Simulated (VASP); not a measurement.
A run of VASP 6.6.1 is set up as follows.

File INCAR:

```
ALGO     = Fast           # electronic algorithm
EDIFF    = 1E-6           # SCF threshold, eV
ENCUT    = 520            # plane-wave cutoff, eV
GGA      = PS             # functional
ISIF     = 2              # what is computed and relaxed
ISMEAR   = 0              # smearing method
LASPH    = True           # aspherical terms in the spheres
LCHARG   = False          # write CHGCAR
LREAL    = False          # projectors in reciprocal space
LWAVE    = False          # write WAVECAR
NBANDS   = 36             # bands
NELM     = 80             # most SCF steps
PREC     = Accurate       # precision mode
SIGMA    = 0.15           # smearing width, eV
```

KPOINTS

```
k-points
0
Gamma
  8 8 8
```

The input POSCAR:

```
AlPt
1.0
    4.8685043982      0.0000000000      0.0000000000
    0.0000000000      4.8685043982      0.0000000000
    0.0000000000      0.0000000000      4.8685043982
Al Pt
4 4
Direct
    0.8433051502      0.8433051502      0.8433051502
    0.6566948498      0.1566948498      0.3433051502
    0.3433051502      0.6566948498      0.1566948498
    0.1566948498      0.3433051502      0.6566948498
    0.1717711374      0.1717711374      0.1717711374
    0.3282288626      0.8282288626      0.6717711374
    0.6717711374      0.3282288626      0.8282288626
    0.8282288626      0.6717711374      0.3282288626
```

Potentials or basis: VASP PAW PBE potentials, release 64 (Al, Pt).

The run is started by

```sh
$ cat potpaw_PBE.64/Al/POTCAR potpaw_PBE.64/Pt/POTCAR > POTCAR
$ mpirun -np 1 vasp_std > vasp.out
```

(1) Predict the pressure.

(2) Predict the band gap on the k mesh.

Results:

(1) 2.2 GPa.

(2) zero (bands 26 and 27 overlap by 1.42 eV).

Caveat: the cell differs from its parent crystal (atoms displaced along a vibrational mode); the PAW data sets were made with another functional, which shifts forces and pressure a little; spin-orbit coupling is left out, which moves the levels of the heavy elements.
